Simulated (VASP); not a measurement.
The system is Cr.

```
CELL_PARAMETERS angstrom
-1.44195 1.44195 1.44195
1.44195 -1.44195 1.44195
1.44195 1.44195 -1.44195
ATOMIC_POSITIONS crystal
Cr 0.00000 0.00000 0.00000
```

Base run:

| Item | Value |
| --- | --- |
| Program | VASP 6.6.1 |
| Functional | PBE |
| Potentials or basis | VASP PAW PBE potentials, release 64 (Cr_pv) |
| Cutoff | 520 eV |
| k mesh | 13 × 13 × 13 |
| Occupations | methfessel-paxton, width 0.1 eV |
| Spin | collinear spin, ferromagnetic start |
| Starting moments | [1.35] μB |
| Fixed moment | 1.4 μB |

Its results: pressure 6.1 GPa; site moments Cr +1.30 μB.

Task: The run is repeated on the same cell with these changes: fixed moment from 1.4 μB to 0.7 μB; moments at the start from [1.35] to [0.68]. What comes out?

Result: Pressure -4.9 GPa; site moments Cr +0.65 μB.

Caveats: the total moment is fixed, so each spin has its own Fermi level.
